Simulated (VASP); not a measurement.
A run of VASP 6.6.1 is set up as follows.

File INCAR:

```
PREC = Accurate
ENCUT = 520
EDIFF = 1E-6
ISMEAR = 0
SIGMA = 0.05
LREAL = False
LASPH = True
NELM = 150
ALGO = Normal
ISIF = 2
LWAVE = False
LCHARG = True
ISPIN = 2
MAGMOM = 0.05
LORBIT = 11
LMAXMIX = 4
GGA = CA
LELF = True
LVHAR = True
NBANDS = 16
```

The input KPOINTS:

```
regular mesh
0
Gamma
  20 20 20
```

File POSCAR:

```
V
1.0
   -1.4628091898      1.4628091898      1.4628091898
    1.4628091898     -1.4628091898      1.4628091898
    1.4628091898      1.4628091898     -1.4628091898
V
1
Direct
    0.0000000000      0.0000000000      0.0000000000
```

Potentials or basis: VASP PAW LDA potentials, release 64 (V_sv).

Run with:

```bash
$ cat potpaw_LDA.64/V_sv/POTCAR > POTCAR
$ mpirun -np 1 vasp_std > vasp.out
```

(1) Predict the pressure.

(2) Estimate the net moment.

Answers

(1) 0.6 GPa.

(2) 0.00 μB per cell.
